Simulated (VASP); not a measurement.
Wanted: the native input for a VASP 6.6.1 run.

* Task: single point
* Functional: PBE
* Potentials or basis: VASP PAW PBE potentials, release 64 (Ag)
* Cutoff: 520 eV
* k mesh: 4 × 4 × 4
* Occupations: gaussian, width 0.1 eV
* Spin: no spin polarisation
* Dipole correction: no
* Further INCAR settings: ALGO = Normal; EDIFF = 1e-06; NBANDS = 30

The structure of Ag lies in POSCAR:

```
Ag
1.0
    6.6127652643      0.0000000000      0.0000000000
    0.0000000000      6.6127652643      0.0000000000
    0.0000000000      0.0000000000      2.7039992276
Ag
4
Direct
    0.2037695068      0.5000000000      0.0000000000
    0.7962304932      0.5000000000      0.0000000000
    0.5000000000      0.2037695068      0.0000000000
    0.5000000000      0.7962304932      0.0000000000
```

The cell was generated, and may not be a known phase.

The input as run:

INCAR

```
SYSTEM = Ag
PREC     = Accurate       ! precision mode
ENCUT    = 520            ! plane-wave cutoff, eV
EDIFF    = 1E-6           ! SCF threshold, eV
ISMEAR   = 0              ! smearing method
SIGMA    = 0.1            ! smearing width, eV
LREAL    = .FALSE.        ! projectors in reciprocal space
LASPH    = .TRUE.         ! aspherical terms in the spheres
NELM     = 60             ! most SCF steps
ALGO     = Normal         ! electronic algorithm
ISIF     = 2              ! what is computed and relaxed
LWAVE    = .FALSE.        ! write WAVECAR
LCHARG   = .FALSE.        ! write CHGCAR
GGA      = PE             ! functional
NBANDS   = 30             ! bands
```

KPOINTS

```
Automatic mesh
0
G
  4 4 4
  0 0 0
```

Potentials or basis: VASP PAW PBE potentials, release 64 (Ag).

The run is started by

```sh
$ cat potpaw_PBE.64/Ag/POTCAR > POTCAR
$ mpirun -np 1 vasp_std > vasp.out
```

It gave:

```
Pressure               : 0.0 GPa
Band gap on the k mesh : zero (bands 22 and 23 overlap by 4.97 eV)
```

Caveat: the k points lie up to 0.58 Å⁻¹ apart, too coarse for converged energies and pressures of a metal.

Run time: 42 s on 1 thread of Intel(R) Xeon(R) Platinum 8488C (Sapphire Rapids), with other jobs on the host, peak memory 0.22 GiB.
